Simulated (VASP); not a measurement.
Input of a VASP 6.6.1 run:

INCAR

```
SYSTEM = AlGa3N4
ALGO = Normal
EDIFF = 1E-7
ENCUT = 520
GGA = PS
ISIF = 2
ISMEAR = 0
LASPH = .True.
LCHARG = .True.
LELF = .True.
LREAL = Auto
LVHAR = .True.
LWAVE = .False.
NBANDS = 76
NELM = 60
PREC = Accurate
SIGMA = 0.02
```

The input KPOINTS:

```
k-points
0
Gamma
  4 4 4
  0 0 0
```

POSCAR

```
AlGa3N4
1.0
    5.8640180000      0.0661320000      0.1220500000
    0.0702260000      5.6305130000     -0.1301860000
    0.1244700000     -0.1336170000      5.7312130000
Al Ga N
2 6 8
Direct
    0.8223592133      0.2949561023      0.2655974339
    0.1424790049      0.9032371741      0.9490464691
    0.2534934340      0.3915436298      0.6186329946
    0.5858789663      0.9066415649      0.3174659798
    0.1019960142      0.7912712289      0.4168375124
    0.5928216807      0.1246558040      0.7760860136
    0.4057560286      0.4254955303      0.1196410221
    0.8210694202      0.6335098534      0.7739209807
    0.3160840258      0.7429920721      0.6784734653
    0.3421701108      0.7563794447      0.1671920199
    0.9045249069      0.9726392038      0.2324293662
    0.2714781344      0.2086014962      0.8952586862
    0.5096283200      0.2572772845      0.4066947164
    0.5530247319      0.8046973676      0.6434418690
    0.9801111061      0.4776859581      0.4712041646
    0.7195821151      0.3763326716      0.9662703872
```

Potentials or basis: VASP PAW PBE potentials, release 64 (Al, Ga_d, N).

Command:

```sh
$ cat potpaw_PBE.64/Al/POTCAR potpaw_PBE.64/Ga_d/POTCAR potpaw_PBE.64/N/POTCAR > POTCAR
$ mpirun -np 1 vasp_std > vasp.out
```

**Question.** Predict the pressure.

**Answer.** 0.0 GPa.

**Question.** Predict the band gap on the k mesh.

**Answer.** 1.24 eV (least direct gap 1.33 eV).

**Question.** What does it give for the largest force?

**Answer.** 0.069 eV/Å.

Stress tensor (GPa, compression positive):
```
 0.02 -0.05 -0.12
-0.05 -0.10  0.04
-0.12  0.04 -0.03
```

Caveat: the atoms stand as in a frame of molecular dynamics; the PAW data sets were made with another functional, which shifts forces and pressure a little.
